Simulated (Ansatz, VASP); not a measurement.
## Cu: VASP beside Ansatz

```
Cu
1.0
     0.00000    1.87342    1.87342
     1.87342    0.00000    1.87342
     1.87342    1.87342    0.00000
Cu
1
Direct
  0.00000 0.00000 0.00000
```

Alike in both runs: task single point; functional PBE; k mesh 26 × 26 × 26; occupations gaussian, width 0.1 eV; no spin polarisation.

|  | VASP | Ansatz |
| --- | --- | --- |
| version | VASP 6.6.1 | Ansatz 0.2.0 |
| potentials or method | VASP PAW PBE potentials, release 64 (Cu), cutoff 520 eV | scalar-relativistic, plane waves, PAW |
| valence electrons in the cell | 11 | 19 |

VASP gave:

* gap on the k mesh at the Fermi level (eV): none
* pressure (GPa): -10.0

Problem. Which values does Ansatz return?

Solution. gap on the k mesh at the Fermi level (eV): none; pressure (GPa): -10.6.

A gap of «none» marks a metal or a gap that the smearing closes. VASP's potentials hold 11 valence electrons a cell and Ansatz's 19, so a difference there can come from the potentials and not from the codes.
